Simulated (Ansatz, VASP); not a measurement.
## Al in VASP and in Ansatz

```
CELL_PARAMETERS angstrom
0.04048 2.04422 2.04422
2.04422 0.04048 2.04422
2.04422 2.04422 0.04048
ATOMIC_POSITIONS crystal
Al 0.00000 0.00000 0.00000
```

Change from the starting cell: equal xy, yz and zx shear strains of +2 %.

Alike in both runs: task single point; functional PBE; k mesh 14 × 14 × 14; occupations fermi-dirac, width 0.05 eV; no spin polarisation.

|  | VASP | Ansatz |
| --- | --- | --- |
| version | VASP 6.6.1 | Ansatz 0.2.0 |
| potentials or method | VASP PAW PBE potentials, release 64 (Al), cutoff 520 eV | all-electron LAPW, scalar-relativistic |

```tsv
	VASP	Ansatz	Ansatz less VASP
pressure (GPa)	-0.5	-0.5	+0.04
traceless stress, the component that is largest in VASP (GPa)	-0.18	-0.18	-0.002
```

Ansatz ran all-electron here, and VASP with PAW potentials.
